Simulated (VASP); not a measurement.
Cu: single point with PBEsol

Crystal: Cu.

```
CELL_PARAMETERS angstrom
0.00000 1.89787 1.76231
1.89787 0.00000 1.76231
1.89787 1.89787 0.00000
ATOMIC_POSITIONS crystal
Cu 0.00000 0.00000 0.00000
```

This cell differs from its parent crystal: strain +0.050 along x and y, -0.025 along z.

```
Program                : VASP 6.6.1
Task                   : single point
Functional             : PBEsol
Potentials or basis    : VASP PAW PBE potentials, release 64 (Cu)
Cutoff                 : 520 eV
k mesh                 : 22 × 22 × 22
Occupations            : gaussian, width 0.15 eV
Spin                   : no spin polarisation
Dipole correction      : no
Further INCAR settings : ALGO = Fast; EDIFF = 1e-07; NBANDS = 12
```

```
Pressure : -13.7 GPa
```

Stress tensor (GPa, compression positive):
```
-14.64   0.00   0.00
  0.00 -14.64   0.00
  0.00   0.00 -11.95
```

Levels at points of the mesh, in eV from the Fermi level:
```tsv
k point	band 2	band 3	band 4	band 5	band 6	band 7	band 8	band 9	band 10	band 11
(0.00, 0.00, 0.00)	-2.89	-2.89	-2.59	-2.22	-1.92	22.12	24.08	24.08	24.26	26.50
(0.50, 0.00, 0.00)	-2.99	-2.66	-1.62	-1.48	-0.80	3.43	19.71	19.81	23.09	23.12
(0.50, 0.50, 0.00)	-4.08	-1.56	-1.41	-1.41	2.59	7.92	11.41	11.41	15.94	18.01
(0.50, 0.00, 0.50)	-4.02	-1.58	-1.53	-1.34	1.05	6.00	13.05	13.21	17.37	19.71
```

Run time: 86 s on 1 thread of Intel(R) Xeon(R) Platinum 8488C (Sapphire Rapids) (shared host), peak memory 0.23 GiB.

Caveat: the cell differs from its parent crystal (strain +0.050 along x and y, -0.025 along z); the PAW data sets were made with another functional, which shifts forces and pressure a little.
